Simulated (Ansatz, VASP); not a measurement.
Two plane-wave programs on NaI

The input INCAR:

```
SYSTEM = NaI
PREC = Accurate
ENCUT = 520
EDIFF = 1E-8
ISMEAR = -1
SIGMA = 0.02
LREAL = .False.
LASPH = .True.
NELM = 100
ALGO = Normal
ISIF = 2
LWAVE = .False.
LCHARG = .False.
GGA = PE
LEFG = .True.
NBANDS = 14
```

The input KPOINTS:

```
regular mesh
0
Gamma
  8 8 8
  0 0 0
```

POSCAR

```
NaI
1.0
    0.0000000000      3.2186566863      3.2186566863
    3.2186566863      0.0000000000      3.2186566863
    3.2186566863      3.2186566863      0.0000000000
Na I
1 1
Direct
    0.0000000000      0.0000000000      0.0000000000
    0.5000000000      0.5000000000      0.5000000000
```

Input for Ansatz:

```yaml
crystal:
  lattice:
    - [0.0, 3.2186566863, 3.2186566863]
    - [3.2186566863, 0.0, 3.2186566863]
    - [3.2186566863, 3.2186566863, 0.0]
  atoms:
    - { symbol: Na, position: [0.0, 0.0, 0.0] }
    - { symbol: I, position: [0.5, 0.5, 0.5] }
kpoints:
  mp_grid: { grid: [8, 8, 8] }
scf:
  occupations: { method: fermi_dirac, width: 0.02 }
hamiltonian:
  xc: pbe
  pseudopotentials: { kind: paw }
output:
  forces: true
  stress: true
  populations: true
  efg:
    quadrupole_moments_barn: { Na: 0.104, I: -0.68822 }
    contact_densities: true
```

Alike in both runs: task electric field gradients; functional PBE; k mesh 8 × 8 × 8; occupations fermi-dirac, width 0.02 eV; no spin polarisation.

|  | VASP | Ansatz |
| --- | --- | --- |
| version | VASP 6.6.1 | Ansatz 0.2.0 |
| potentials or method | VASP PAW PBE potentials, release 64 (Na_pv, I) | plane-wave PAW, scalar-relativistic |
| plane-wave cutoff (eV) | 520 | 420 |
| valence electrons in the cell | 14 | 26 |

```tsv
	VASP	Ansatz	Ansatz less VASP
gap on the k mesh at the Fermi level (eV)	3.69	3.69	+0.004
pressure (GPa)	0.7	0.7	-0.01
```

The functional is the same, so the differences come from potentials, cutoffs and numerics. VASP's potentials hold 14 valence electrons a cell and Ansatz's 26, so a difference there can come from the potentials and not from the codes.

Neither program's run includes spin-orbit coupling.
